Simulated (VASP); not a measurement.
# Bi (Fm-3m) in VASP: notebook, part 2 of 2

VASP 6.6.1. Earlier steps stand in the parts before.

**4. Density of states, LDA (volume scaled by 0.4)**

The input, POSCAR:

```
Bi
1.0
    0.0000000000      1.8080247508      1.8080247508
    1.8080247508      0.0000000000      1.8080247508
    1.8080247508      1.8080247508      0.0000000000
Bi
1
Direct
    0.0000000000      0.0000000000      0.0000000000
```

The input, INCAR.step1:

```
SYSTEM = Bi
PREC     = Accurate       ! precision mode
ENCUT    = 400            ! plane-wave cutoff, eV
EDIFF    = 1E-6           ! SCF threshold, eV
ISMEAR   = -1             ! smearing method
SIGMA    = 0.1            ! smearing width, eV
LREAL    = .FALSE.        ! projectors in reciprocal space
LASPH    = .TRUE.         ! aspherical terms in the spheres
NELM     = 120            ! most SCF steps
ALGO     = Normal         ! electronic algorithm
ISIF     = 2              ! what is computed and relaxed
LWAVE    = .FALSE.        ! write WAVECAR
LCHARG   = .TRUE.         ! write CHGCAR
GGA      = CA             ! functional
NBANDS   = 14             ! bands
GGA_COMPAT= .FALSE.      
NEDOS    = 2001           ! points of the DOS
LORBIT   = 11             ! projections on sites
```

The input, KPOINTS.step1:

```
regular mesh
0
G
  14 14 14
  0 0 0
```

The input, INCAR.step2:

```
SYSTEM = Bi
PREC     = Accurate       ! precision mode
ENCUT    = 400            ! plane-wave cutoff, eV
EDIFF    = 1E-6           ! SCF threshold, eV
ISMEAR   = -5             ! smearing method
SIGMA    = 0.1            ! smearing width, eV
LREAL    = .FALSE.        ! projectors in reciprocal space
LASPH    = .TRUE.         ! aspherical terms in the spheres
NELM     = 120            ! most SCF steps
ALGO     = Normal         ! electronic algorithm
ISIF     = 2              ! what is computed and relaxed
LWAVE    = .FALSE.        ! write WAVECAR
LCHARG   = .FALSE.        ! write CHGCAR
GGA      = CA             ! functional
LORBIT   = 11             ! projections on sites
NEDOS    = 1001           ! points of the DOS
ICHARG   = 11             ! starting density
GGA_COMPAT= .FALSE.
```

The input, KPOINTS.step2:

```
regular mesh
0
G
  21 21 21
  0 0 0
```

Potentials or basis: VASP PAW LDA potentials, release 64 (Bi_d).

The run is started by

```console
$ cat potpaw_LDA.64/Bi_d/POTCAR > POTCAR
$ cp INCAR.step1 INCAR
$ cp KPOINTS.step1 KPOINTS
$ mpirun -np 1 vasp_std > vasp.out
$ cp INCAR.step2 INCAR
$ cp KPOINTS.step2 KPOINTS
$ mpirun -np 1 vasp_std > vasp.out
```

OUTCAR:

```text
SYSTEM = Bi
   PREC = Accurate
   ENCUT = 400
   EDIFF = 1E-6
   ISMEAR = -5
   LREAL = .FALSE.
   LASPH = .TRUE.
   NELM = 120
   ISIF = 2
   GGA = CA
   LORBIT = 11
   ICHARG = 11

 ion  position               nearest neighbor table
   1  0.000  0.000  0.000-

  LATTYP: Found a face centered cubic cell.
 ALAT       =     3.6160495016

  Lattice vectors:

[... 523 lines left out ...]
------------------------ aborting loop because EDIFF is reached ----------------------------------------

  FORCE on cell =-STRESS in cart. coord.  units (eV):
  Direction    XX          YY          ZZ          XY          YZ          ZX
  --------------------------------------------------------------------------------------
  -------------------------------------------------------------------------------------
  Total       36.5282328     36.5282328     36.5282328      0.0000000     -0.0000000      0.0000000
  in kB     4951.0365705   4951.0365705   4951.0365705      0.0000000     -0.0000000      0.0000000
  external PRESSURE =    4951.0365705 kB  Pullay stress =       0.0000000 kB

 VOLUME and BASIS-vectors are now :
 -----------------------------------------------------------------------------
  energy-cutoff  :      400.00
  volume of cell :       11.82
      direct lattice vectors                 reciprocal lattice vectors
     0.000000000  1.808024751  1.808024751    -0.276544887  0.276544887  0.276544887
     1.808024751  0.000000000  1.808024751     0.276544887 -0.276544887  0.276544887
     1.808024751  1.808024751  0.000000000     0.276544887  0.276544887 -0.276544887

 POSITION                                       TOTAL-FORCE (eV/Angst)
 -----------------------------------------------------------------------------------
      0.00000      0.00000      0.00000         0.000000     -0.000000     -0.000000
 -----------------------------------------------------------------------------------
    total drift:                               -0.000000     -0.000000     -0.000000

  FREE ENERGIE OF THE ION-ELECTRON SYSTEM (eV)
  ---------------------------------------------------
  free  energy   TOTEN  =         7.1100359639 eV

  energy  without entropy=        7.1100359639  energy(sigma->0) =        7.11003596

 total charge

# of ion       s       p       d       tot
------------------------------------------
    1        1.661   2.367  10.471  14.499
```

OSZICAR.step1:

```text
N       E                     dE             d eps       ncg     rms          rms(c)
DAV:   1     0.991028674996E+02    0.99103E+02   -0.60578E+03  3270   0.138E+03
DAV:   2     0.100908476499E+02   -0.89012E+02   -0.85403E+02  3308   0.318E+02
DAV:   3     0.672703797186E+01   -0.33638E+01   -0.33515E+01  3578   0.622E+01
DAV:   4     0.668474489454E+01   -0.42293E-01   -0.42279E-01  3578   0.649E+00
DAV:   5     0.668357213642E+01   -0.11728E-02   -0.11727E-02  3782   0.102E+00    0.306E+00
DAV:   6     0.695691844016E+01    0.27335E+00   -0.37448E-02  4254   0.319E+00    0.169E+00
DAV:   7     0.710600249185E+01    0.14908E+00   -0.59700E-02  4146   0.339E+00    0.142E-01
DAV:   8     0.710752382178E+01    0.15213E-02   -0.18671E-03  3706   0.639E-01    0.154E-02
DAV:   9     0.710768756807E+01    0.16375E-03   -0.76977E-05  3668   0.186E-01    0.109E-02
DAV:  10     0.710773101633E+01    0.43448E-04   -0.12977E-05  3716   0.625E-02    0.201E-03
DAV:  11     0.710773223699E+01    0.12207E-05   -0.71934E-07  2594   0.151E-02    0.551E-04
DAV:  12     0.710773222102E+01   -0.15968E-07   -0.19163E-07  1930   0.475E-03
   1 F= 0.71077322E+01 E0= 0.71154135E+01  d E =-.153625E-01
```

Run time: 15 s. Hardware: 1 thread of Intel Xeon 6975P-C (Granite Rapids), shared host; peak memory 0.13 GiB.

Results:

```yaml
Valence_electrons_inside_the_program's_atomic_spheres: Bi 14.50
```

Caveat: spin-orbit coupling is left out, which moves the levels of the heavy elements; tetrahedron occupations give inexact forces and stress in metals.

**5. Density of states, LDA (volume scaled by 0.5)**

The input, POSCAR:

```
Bi
1.0
    0.0000000000      1.9476356218      1.9476356218
    1.9476356218      0.0000000000      1.9476356218
    1.9476356218      1.9476356218      0.0000000000
Bi
1
Direct
    0.0000000000      0.0000000000      0.0000000000
```

The input, INCAR.step1:

```
  PREC = Accurate
  ENCUT = 400
  EDIFF = 1E-6
  ISMEAR = -1
  SIGMA = 0.1
  LREAL = False
  LASPH = True
  NELM = 120
  ALGO = Normal
  ISIF = 2
  LWAVE = False
  LCHARG = True
  GGA = CA
  NBANDS = 14
  GGA_COMPAT = False
  NEDOS = 2001
  LORBIT = 11
```

The input, KPOINTS.step1:

```
Automatic mesh
0
Gamma
  14 14 14
```

The input, INCAR.step2:

```
  PREC = Accurate
  ENCUT = 400
  EDIFF = 1E-6
  ISMEAR = -5
  SIGMA = 0.1
  LREAL = False
  LASPH = True
  NELM = 120
  ALGO = Normal
  ISIF = 2
  LWAVE = False
  LCHARG = False
  GGA = CA
  LORBIT = 11
  NEDOS = 1001
  ICHARG = 11
  GGA_COMPAT = False
```

The input, KPOINTS.step2:

```
Automatic mesh
0
Gamma
  21 21 21
```

The run is started by

```console
$ cat potpaw_LDA.64/Bi_d/POTCAR > POTCAR
$ cp INCAR.step1 INCAR
$ cp KPOINTS.step1 KPOINTS
$ mpirun -np 1 vasp_std > vasp.out
$ cp INCAR.step2 INCAR
$ cp KPOINTS.step2 KPOINTS
$ mpirun -np 1 vasp_std > vasp.out
```

Wall time 18 s (1 thread of Intel Xeon 6975P-C (Granite Rapids), shared host); peak memory 0.14 GiB.

It converged, with:

* Valence electrons inside the program's atomic spheres: Bi 13.77

Levels at points of the mesh, in eV from the Fermi level:
| k point | band 3 | band 4 | band 5 | band 6 | band 7 | band 8 | band 9 | band 10 | band 11 |
| --- | --- | --- | --- | --- | --- | --- | --- | --- | --- |
| (0.00, 0.00, 0.00) | -25.22 | -24.49 | -24.49 | -22.15 | 6.51 | 9.69 | 9.69 | 9.69 | 16.69 |

Caveat: spin-orbit coupling is left out, which moves the levels of the heavy elements; tetrahedron occupations give inexact forces and stress in metals.
